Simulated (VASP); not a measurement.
# LiH (P6_3/mmc) in VASP: settings compared

LiH is run at these levels: PBE, PBEsol; tasks: dielectric tensor, vibrations by perturbation theory.

Everything below comes from runs of VASP 6.6.1. Logs are shortened: lines on timing, memory, paths and dates and some standing lists are left out, and cuts for length are marked.

**1. The cell of the first run**

The structure is hexagonal, space group P6_3/mmc (No. 194). The conventional cell has a = 3.255 Å, b = 3.255 Å, c = 4.069 Å, α = 90.00°, β = 90.00°, γ = 120.00°. Within 2.5 Å of Li (site symmetry -6m2) lie 5 H at 1.88 to 2.03 Å. Within 2.5 Å of H (site symmetry -6m2) lie 5 Li at 1.88 to 2.03 Å.

**2. Dielectric tensor, PBE**

INCAR reads:

```
SYSTEM = LiH
PREC     = Accurate       ! precision mode
ENCUT    = 520            ! plane-wave cutoff, eV
EDIFF    = 1E-8           ! SCF threshold, eV
ISMEAR   = 0              ! smearing method
SIGMA    = 0.01           ! smearing width, eV
LREAL    = .False.        ! projectors in reciprocal space
LASPH    = .True.         ! aspherical terms in the spheres
NELM     = 80             ! most SCF steps
ALGO     = Normal         ! electronic algorithm
ISIF     = 2              ! what is computed and relaxed
LWAVE    = .False.        ! write WAVECAR
LCHARG   = .False.        ! write CHGCAR
GGA      = PE             ! functional
LEPSILON = .True.         ! dielectric tensor by DFPT
```

KPOINTS reads:

```
Automatic mesh
0
Gamma
  9 9 6
  0 0 0
```

POSCAR reads:

```
LiH
1.0
    3.2548234129      0.0000000001      0.0000000000
   -1.6274117065      2.8187597604      0.0000000000
    0.0000000000      0.0000000000      4.0690682529
Li H
2 2
Direct
    0.3333333333      0.6666666667      0.2500000000
    0.6666666667      0.3333333333      0.7500000000
    0.6666666667      0.3333333333      0.2500000000
    0.3333333333      0.6666666667      0.7500000000
```

Potentials or basis: VASP PAW PBE potentials, release 64 (Li_sv, H).

On the command line:

```sh
> cat potpaw_PBE.64/Li_sv/POTCAR potpaw_PBE.64/H/POTCAR > POTCAR
> mpirun -np 1 vasp_std > vasp.out
```

OUTCAR:

```text
SYSTEM = LiH
   PREC = Accurate
   ENCUT = 520
   EDIFF = 1E-8
   ISMEAR = 0
   LREAL = .False.
   LASPH = .True.
   NELM = 80
   ISIF = 2
   GGA = PE
   LEPSILON = .True.

 ion  position               nearest neighbor table
   1  0.333  0.667  0.250-
   2  0.667  0.333  0.750-
   3  0.667  0.333  0.250-
   4  0.333  0.667  0.750-

  LATTYP: Found a hexagonal cell.
 ALAT       =     3.2548234129
 C/A-ratio  =     1.2501655963

  Lattice vectors:

 A1 = (   3.2548234129,   0.0000000001,   0.0000000000)
 A2 = (  -1.6274117065,   2.8187597604,   0.0000000000)
 A3 = (   0.0000000000,   0.0000000000,   4.0690682529)

Analysis of symmetry for initial positions (statically):
=====================================================================
 Subroutine PRICEL returns:
 Original cell was already a primitive cell.

 Routine SETGRP: Setting up the symmetry group for a
 hexagonal supercell.

 Subroutine GETGRP returns: Found 24 space group operations
 (whereof 12 operations were pure point group operations)
 out of a pool of 24 trial point group operations.

The static configuration has the point symmetry D_3d.
 The point group associated with its full space group is D_6h.

Analysis of symmetry for dynamics (positions and initial velocities):
=====================================================================
 Subroutine PRICEL returns:
 Original cell was already a primitive cell.

 Routine SETGRP: Setting up the symmetry group for a
 hexagonal supercell.

 Subroutine GETGRP returns: Found 24 space group operations
 (whereof 12 operations were pure point group operations)
 out of a pool of 24 trial point group operations.

The dynamic configuration has the point symmetry D_3d.
 The point group associated with its full space group is D_6h.

 Subroutine INISYM returns: Found 24 space group operations
 (whereof 12 operations are pure point group operations),
 and found     1 'primitive' translations

----------------------------------------------------------------------------------------

                                     Primitive cell
[... 429 lines left out ...]
     -0.00000      1.87917      1.01727        -0.000000     -0.000000      0.000000
      1.62741      0.93959      3.05180         0.000000      0.000000      0.000000
      1.62741      0.93959      1.01727         0.000000      0.000000      0.000000
     -0.00000      1.87917      3.05180        -0.000000     -0.000000      0.000000
 -----------------------------------------------------------------------------------
    total drift:                               -0.000000      0.000000     -0.000000

  FREE ENERGIE OF THE ION-ELECTRON SYSTEM (eV)
  ---------------------------------------------------
  free  energy   TOTEN  =       -12.1624967913 eV

  energy  without entropy=      -12.1624967913  energy(sigma->0) =      -12.16249679

 HEAD OF MICROSCOPIC STATIC DIELECTRIC TENSOR (INDEPENDENT PARTICLE, excluding Hartree and local field effects)
 ------------------------------------------------------
           3.418298     0.000000     0.000000
           0.000000     3.418298     0.000000
           0.000000    -0.000000     4.157925
 ------------------------------------------------------

 Free energy of the ion-electron system (eV)
  ---------------------------------------------------
  ---------------------------------------------------
  free energy    TOTEN  =        -0.27987144 eV

  energy without entropy =       -0.27987144

------------------------ aborting loop because EDIFF is reached ----------------------------------------

--------------------------------------- Ionic step        2  -------------------------------------------

------------------------ aborting loop because EDIFF is reached ----------------------------------------

--------------------------------------- Ionic step        3  -------------------------------------------

 Free energy of the ion-electron system (eV)
  ---------------------------------------------------
  ---------------------------------------------------
  free energy    TOTEN  =        -0.36562806 eV

  energy without entropy =       -0.36562806

------------------------ aborting loop because EDIFF is reached ----------------------------------------

 PIEZOELECTRIC TENSOR FIELD DIRECTION 3  (e Angst)
 -----------------------------------------------------------------------------
    -0.00084 -0.00000  0.00000           (  0.00000  0.00000  0.00000)
    -0.00000 -0.00084  0.00000           (  0.00000  0.00000  0.00000)
     0.00000 -0.00000  0.00091           (  0.00000  0.00000  0.00001)

 PIEZOELECTRIC TENSOR FIELD DIRECTION 3  (C/m^2)
 -----------------------------------------------------------------------------
    -0.00036 -0.00000  0.00000
    -0.00000 -0.00036  0.00000
     0.00000 -0.00000  0.00039

 MACROSCOPIC STATIC DIELECTRIC TENSOR (including local field effects in DFT)
 ------------------------------------------------------
           3.343492     0.000000     0.000000
           0.000000     3.343492    -0.000000
           0.000000    -0.000000     4.128094
 ------------------------------------------------------

 PIEZOELECTRIC TENSOR (including local field effects)  for field in x, y, z        (e  Angst)
          XX          YY          ZZ          XY          YZ          ZX
  --------------------------------------------------------------------------------
  x     0.00000     0.00000     0.00000     0.00000     0.00000     0.00000
  y     0.00000     0.00000     0.00000     0.00000     0.00000     0.00000
  z     0.00000     0.00000     0.00000     0.00000     0.00000     0.00000

 PIEZOELECTRIC TENSOR (including local field effects)  for field in x, y, z        (C/m^2)
          XX          YY          ZZ          XY          YZ          ZX
  --------------------------------------------------------------------------------
  x     0.00000     0.00000     0.00000     0.00000     0.00000     0.00000
  y     0.00000     0.00000     0.00000     0.00000     0.00000     0.00000
  z     0.00000     0.00000     0.00000     0.00000     0.00000     0.00000

 BORN EFFECTIVE CHARGES (including local field effects) (in |e|, cummulative output)
 ---------------------------------------------------------------------------------
 ion    1
    1     0.78949     0.00000     0.00000
    2     0.00000     0.78949     0.00000
    3     0.00000    -0.00000     1.06464
 ion    2
    1     0.78949     0.00000     0.00000
    2     0.00000     0.78949     0.00000
    3    -0.00000     0.00000     1.06464
 ion    3
    1    -0.78949    -0.00000     0.00000
    2    -0.00000    -0.78949     0.00000
    3     0.00000    -0.00000    -1.06464
 ion    4
    1    -0.78949    -0.00000     0.00000
    2    -0.00000    -0.78949     0.00000
    3    -0.00000     0.00000    -1.06464
```

stdout:

```text
POSCAR found type information on POSCAR LiH
 POSCAR found :  2 types and       4 ions
 scaLAPACK will be used
 LDA part: xc-table for (Slater+PW92), standard interpolation
 POSCAR, INCAR and KPOINTS ok, starting setup
 FFT: planning ... GRIDC
 FFT: planning ... GRID_SOFT
 FFT: planning ... GRID
 WAVECAR not read
 entering main loop
 Linear response reoptimize wavefunctions to high precision
 Linear response G [H, r] |phi>, progress :
  Direction:   1
 Linear response G [H, r] |phi>, progress :
  Direction:   2
 Linear response G [H, r] |phi>, progress :
  Direction:   3
 Linear response to external field (no local field effect), progress :
  Direction:   1
 dielectric tensor                  component  1 :     3.972     0.425    -0.569
 Linear response to external field (no local field effect), progress :
  Direction:   2
 dielectric tensor                  component  2 :     0.425     2.865    -0.307
 Linear response to external field (no local field effect), progress :
  Direction:   3
 dielectric tensor                  component  3 :    -0.569    -0.307     4.158
 Linear response to external field, progress :
  Direction:   1
 dielectric tensor                  component  1 :     3.343     0.181    -0.172
 Linear response to external field, progress :
  Direction:   2
 dielectric tensor                  component  2 :     0.181     3.343    -0.414
 Linear response to external field, progress :
  Direction:   3
 dielectric tensor                  component  3 :    -0.566    -0.304     4.128
 Born effective charges drift removed
```

Wall time 4 min (1 thread of AMD EPYC 7R13 (Zen 3), shared host); peak memory 0.17 GiB.

Results:

```
Band gap on the k mesh                  : 1.83 eV (least direct gap 3.07 eV)
Electronic dielectric tensor (diagonal) : 3.34, 3.34, 4.13
Born charges (mean of the diagonal)     : Li +0.88; H -0.88 e
```

Electronic dielectric tensor:
```
3.34 0.00 0.00
0.00 3.34 0.00
0.00 0.00 4.13
```

Born effective charge tensors (e):
atom 1, Li
```
0.79 0.00 0.00
0.00 0.79 0.00
0.00 0.00 1.06
```
atom 2, Li
```
0.79 0.00 0.00
0.00 0.79 0.00
0.00 0.00 1.06
```
atom 3, H
```
-0.79  0.00  0.00
 0.00 -0.79  0.00
 0.00  0.00 -1.06
```
atom 4, H
```
-0.79  0.00  0.00
 0.00 -0.79  0.00
 0.00  0.00 -1.06
```

Caveat: the cutoff is under 1.25 times the usual one of these potentials, so pressure, stress and relaxed cells hold a basis-set (Pulay) error; an odd mesh through Γ misses points on the zone boundary, where band edges can lie.

**3. Vibrations by perturbation theory, PBEsol**

This run uses another cell than the first one, of 9.16 Å³/atom.

INCAR reads:

```
SYSTEM = LiH
PREC = Accurate
ENCUT = 520
EDIFF = 1E-8
ISMEAR = 0
SIGMA = 0.01
LREAL = .FALSE.
LASPH = .TRUE.
NELM = 100
ALGO = Normal
ISIF = 2
LWAVE = .FALSE.
LCHARG = .FALSE.
GGA = PS
IBRION = 8
NSW = 1
LEPSILON = .TRUE.
```

KPOINTS reads:

```
regular mesh
0
G
  9 9 6
  0 0 0
```

POSCAR reads:

```
LiH
1.0
    3.2345267281      0.0000000001      0.0000000000
   -1.6172633641      2.8011823158      0.0000000000
    0.0000000000      0.0000000000      4.0430751479
Li H
2 2
Direct
    0.3333333333      0.6666666667      0.2500000000
    0.6666666667      0.3333333333      0.7500000000
    0.6666666667      0.3333333333      0.2500000000
    0.3333333333      0.6666666667      0.7500000000
```

Potentials or basis: VASP PAW PBE potentials, release 64 (Li_sv, H).

On the command line:

```sh
> cat potpaw_PBE.64/Li_sv/POTCAR potpaw_PBE.64/H/POTCAR > POTCAR
> mpirun -np 1 vasp_std > vasp.out
```

OUTCAR:

```text
SYSTEM = LiH
   PREC = Accurate
   ENCUT = 520
   EDIFF = 1E-8
   ISMEAR = 0
   LREAL = .FALSE.
   LASPH = .TRUE.
   NELM = 100
   ISIF = 2
   GGA = PS
   IBRION = 8
   NSW = 1
   LEPSILON = .TRUE.

 ion  position               nearest neighbor table
   1  0.333  0.667  0.250-
   2  0.667  0.333  0.750-
   3  0.667  0.333  0.250-
   4  0.333  0.667  0.750-

  LATTYP: Found a hexagonal cell.
 ALAT       =     3.2345267281
 C/A-ratio  =     1.2499742583

  Lattice vectors:

 A1 = (   3.2345267281,   0.0000000001,   0.0000000000)
 A2 = (  -1.6172633641,   2.8011823158,   0.0000000000)
 A3 = (   0.0000000000,   0.0000000000,   4.0430751479)

Analysis of symmetry for initial positions (statically):
=====================================================================
 Subroutine PRICEL returns:
 Original cell was already a primitive cell.

 Routine SETGRP: Setting up the symmetry group for a
 hexagonal supercell.

 Subroutine GETGRP returns: Found 24 space group operations
 (whereof 12 operations were pure point group operations)
 out of a pool of 24 trial point group operations.

The static configuration has the point symmetry D_3d.
 The point group associated with its full space group is D_6h.
[... 569 lines left out ...]
  x     0.00000    -0.00000     0.00000    -2.22493     0.00000     0.00000
  y    -2.22493     2.22493     0.00000    -0.00000     0.00000     0.00000
  z    -0.00000     0.00000    -0.00000    -0.00000     0.00000     0.00000

 SECOND DERIVATIVES (NOT SYMMETRIZED)
 ------------------------------------
               1X          1Y          1Z          2X          2Y          2Z          3X          3Y          3Z          4X          4Y          4Z
  1X    -3.373402   -0.000000    0.000000    0.613672    0.000000    0.000000    2.206529    0.000000    0.000000    0.553200    0.000000    0.000000
  1Y    -0.000000   -3.373402    0.000000    0.000000    0.613672    0.000000    0.000000    2.206529    0.000000    0.000000    0.553200    0.000000
  1Z    -0.000000    0.000000   -2.507985   -0.000000   -0.000000    1.825841    0.000000    0.000000    0.522547   -0.000000    0.000000    0.159597
  2X     0.613672    0.000000    0.000000   -3.373402   -0.000000    0.000000    0.553200    0.000000    0.000000    2.206529    0.000000    0.000000
  2Y     0.000000    0.613672    0.000000   -0.000000   -3.373402    0.000000    0.000000    0.553200    0.000000    0.000000    2.206529    0.000000
  2Z    -0.000000   -0.000000    1.825841   -0.000000    0.000000   -2.507985   -0.000000    0.000000    0.159597    0.000000    0.000000    0.522547
  3X     2.189904    0.000000    0.000000    0.533743    0.000000    0.000000   -3.173381   -0.000000    0.000000    0.449735    0.000000    0.000000
  3Y     0.000000    2.189904    0.000000    0.000000    0.533743    0.000000   -0.000000   -3.173381    0.000000    0.000000    0.449735    0.000000
  3Z     0.000000   -0.000000    0.535810    0.000000    0.000000    0.145267   -0.000000    0.000000   -2.035112    0.000000    0.000000    1.354035
  4X     0.533743    0.000000    0.000000    2.189904    0.000000    0.000000    0.449735    0.000000    0.000000   -3.173381   -0.000000    0.000000
  4Y     0.000000    0.533743    0.000000    0.000000    2.189904    0.000000    0.000000    0.449735    0.000000   -0.000000   -3.173381    0.000000
  4Z     0.000000    0.000000    0.145267    0.000000   -0.000000    0.535810    0.000000    0.000000    1.354035   -0.000000    0.000000   -2.035112

 Eigenvectors and eigenvalues of the dynamical matrix
 ----------------------------------------------------

   1 f  =   30.257829 THz   190.115546 2PiTHz 1009.292531 cm-1   125.136269 meV
             X         Y         Z           dx          dy          dz
     -0.000000  1.867455  1.010769     0.024804    0.134203    0.000000
      1.617263  0.933727  3.032306    -0.024804   -0.134203   -0.000000
      1.617263  0.933727  1.010769    -0.126097   -0.682256   -0.000000
     -0.000000  1.867455  3.032306     0.126097    0.682256    0.000000
[... 71 lines left out ...]
  12 f/i=    0.060335 THz     0.379099 2PiTHz    2.012575 cm-1     0.249527 meV
             X         Y         Z           dx          dy          dz
     -0.000000  1.867455  1.010769    -0.028406    0.660338    0.000000
      1.617263  0.933727  3.032306    -0.028406    0.660338    0.000000
      1.617263  0.933727  1.010769    -0.010800    0.251057    0.000000
     -0.000000  1.867455  3.032306    -0.010800    0.251057    0.000000

--------------------------------------------------------------------------------------------------------

 MACROSCOPIC STATIC DIELECTRIC TENSOR IONIC CONTRIBUTION
 ------------------------------------------------------
           2.144336     0.000000     0.000000
           0.000000     2.144336     0.000000
           0.000000     0.000000    16.579225
 ------------------------------------------------------

 ELASTIC MODULI CONTR FROM IONIC RELAXATION (kBar)
 Direction    XX          YY          ZZ          XY          YZ          ZX
 --------------------------------------------------------------------------------
 XX        -158.1029    158.1029     -0.0000     -0.0000     -0.0000     -0.0000
 YY         158.1029   -158.1029      0.0000     -0.0000      0.0000      0.0000
 ZZ          -0.0000      0.0000     -0.0000      0.0000      0.0000     -0.0000
 XY          -0.0000     -0.0000      0.0000   -158.1029     -0.0000     -0.0000
 YZ          -0.0000      0.0000      0.0000     -0.0000     -0.0000     -0.0000
 ZX          -0.0000      0.0000     -0.0000     -0.0000     -0.0000     -0.0000
 --------------------------------------------------------------------------------

 PIEZOELECTRIC TENSOR IONIC CONTR  for field in x, y, z        (C/m^2)
          XX          YY          ZZ          XY          YZ          ZX
  --------------------------------------------------------------------------------
  x    -0.00000     0.00000     0.00000     0.00000     0.00000     0.00000
  y     0.00000    -0.00000     0.00000     0.00000     0.00000     0.00000
  z     0.00000    -0.00000    -0.00000     0.00000     0.00000    -0.00000
```

stdout:

```text
POSCAR found type information on POSCAR LiH
 POSCAR found :  2 types and       4 ions
 scaLAPACK will be used
 -----------------------------------------------------------------------------
|                                                                             |
|                                                                             |
[... 47 lines left out ...]
 first order change of Fermi-energy  -0.43548E+00
 force on displaced ion       3 direction 1 :  -3.173  -0.001   0.000
 Born effective charge ion    3 direction 1 :  -0.772   0.000   0.000
 Linear response progress:
 first order change of Fermi-energy   0.92162E-02
 force on displaced ion       3 direction 3 :   0.000  -0.000  -2.035
 Born effective charge ion    3 direction 3 :   0.000   0.000  -1.077
 Born effective charges drift removed
 Linear response finished
```

It took 3.3 min on 1 thread of Intel Xeon 6975P-C (Granite Rapids), shared host; peak memory 0.26 GiB.

Results:

```
Electronic dielectric tensor (diagonal) : 3.52, 3.52, 4.50
Born charges (mean of the diagonal)     : Li +0.87; H -0.87 e
Highest phonon frequency at Γ           : 1009 cm⁻¹
```

Phonon frequencies in cm⁻¹ (negative: imaginary):
```tsv
q point	frequencies
(0.000, 0.000, 0.000)	-2 -2 0 348 348 408 460 921 921 961 1009 1009
```

Electronic dielectric tensor:
```
3.52 0.00 0.00
0.00 3.52 0.00
0.00 0.00 4.50
```

Born effective charge tensors (e):
atom 1, Li
```
0.77 0.00 0.00
0.00 0.77 0.00
0.00 0.00 1.07
```
atom 2, Li
```
0.77 0.00 0.00
0.00 0.77 0.00
0.00 0.00 1.07
```
atom 3, H
```
-0.77  0.00  0.00
 0.00 -0.77  0.00
 0.00  0.00 -1.07
```
atom 4, H
```
-0.77  0.00  0.00
 0.00 -0.77  0.00
 0.00  0.00 -1.07
```

Caveat: the cutoff is under 1.25 times the usual one of these potentials, so pressure, stress and relaxed cells hold a basis-set (Pulay) error; the PAW data sets were made with another functional, which shifts forces and pressure a little.
